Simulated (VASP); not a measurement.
Input of a VASP 6.6.1 run:

Contents of INCAR:

```
SYSTEM = BN
PREC     = Accurate       ! precision mode
ENCUT    = 520            ! plane-wave cutoff, eV
EDIFF    = 1E-7           ! SCF threshold, eV
ISMEAR   = 0              ! smearing method
SIGMA    = 0.05           ! smearing width, eV
LREAL    = .False.        ! projectors in reciprocal space
LASPH    = .True.         ! aspherical terms in the spheres
NELM     = 60             ! most SCF steps
ALGO     = Normal         ! electronic algorithm
ISIF     = 2              ! what is computed and relaxed
LWAVE    = .False.        ! write WAVECAR
LCHARG   = .False.        ! write CHGCAR
GGA      = PE             ! functional
NBANDS   = 26             ! bands
```

The input KPOINTS:

```
regular mesh
0
Gamma
  6 6 10
  0 0 0
```

POSCAR

```
BN
1.0
    4.5554000000      0.0000000000      0.0000000000
    0.0000000000      4.5554000000      0.0000000000
    0.0000000000      0.0000000000      2.6257000000
B N
4 4
Direct
    0.1742811368      0.8257188632      0.5000000000
    0.3257188632      0.3257188632      0.0000000000
    0.6742811368      0.6742811368      0.0000000000
    0.8257188632      0.1742811368      0.5000000000
    0.8126115048      0.8126115048      0.5000000000
    0.3126115048      0.6873884952      0.0000000000
    0.6873884952      0.3126115048      0.0000000000
    0.1873884952      0.1873884952      0.5000000000
```

Potentials or basis: VASP PAW PBE potentials, release 64 (B, N).

Launch:

```bash
$ cat potpaw_PBE.64/B/POTCAR potpaw_PBE.64/N/POTCAR > POTCAR
$ mpirun -np 1 vasp_std > vasp.out
```

(1) Estimate the pressure.

(2) Predict the largest force.

(3) Predict the band gap on the k mesh.

Results:

(1) -26.3 GPa.

(2) 0.163 eV/Å.

(3) 4.85 eV, indirect (least direct gap 5.84 eV).
